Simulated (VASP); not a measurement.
Wanted: the native input for a VASP 6.6.1 run.

```yaml
Task: single point
Functional: PBE
Potentials_or_basis: VASP PAW PBE potentials, release 64 (Sn_d, S)
Cutoff: 520 eV
k_mesh: 6 × 6 × 6
Occupations: fermi-dirac, width 0.02 eV
Spin: no spin polarisation
Dipole_correction: no
Further_INCAR_settings: ALGO = Normal; EDIFF = 1e-06; NBANDS = 24
```

The structure of SnS3 lies in POSCAR:

```
SnS3
1.0
    0.0000000000      3.3429123374      3.3429123374
    3.3429123374      0.0000000000      3.3429123374
    3.3429123374      3.3429123374      0.0000000000
Sn S
1 3
Direct
    0.0000000000      0.0000000000      0.0000000000
    0.5000000000      0.5000000000      0.5000000000
    0.2500000000      0.2500000000      0.2500000000
    0.7500000000      0.7500000000      0.7500000000
```

One way to write it, as run:

INCAR

```
PREC = Accurate
ENCUT = 520
EDIFF = 1E-6
ISMEAR = -1
SIGMA = 0.02
LREAL = F
LASPH = T
NELM = 100
ALGO = Normal
ISIF = 2
LWAVE = F
LCHARG = T
GGA = PE
LELF = T
LVHAR = T
NBANDS = 24
```

KPOINTS

```
Automatic mesh
0
Gamma
  6 6 6
```

Potentials or basis: VASP PAW PBE potentials, release 64 (Sn_d, S).

The run is started by

```bash
$ cat potpaw_PBE.64/Sn_d/POTCAR potpaw_PBE.64/S/POTCAR > POTCAR
$ mpirun -np 1 vasp_std > vasp.out
```

Results of the run:

```json
{
 "Pressure": "-0.1 GPa",
 "Band gap on the k mesh": "zero (band 16 reaches 7.85 eV, above the bottom of band 17 at 5.58 eV)"
}
```

Caveat: spin-orbit coupling is left out, which moves the levels of the heavy elements.

Run time: 29 s on 1 thread of Intel(R) Xeon(R) Platinum 8259CL CPU @ 2.50GHz (Skylake/Cascade Lake), with other jobs on the host, peak memory 0.21 GiB.
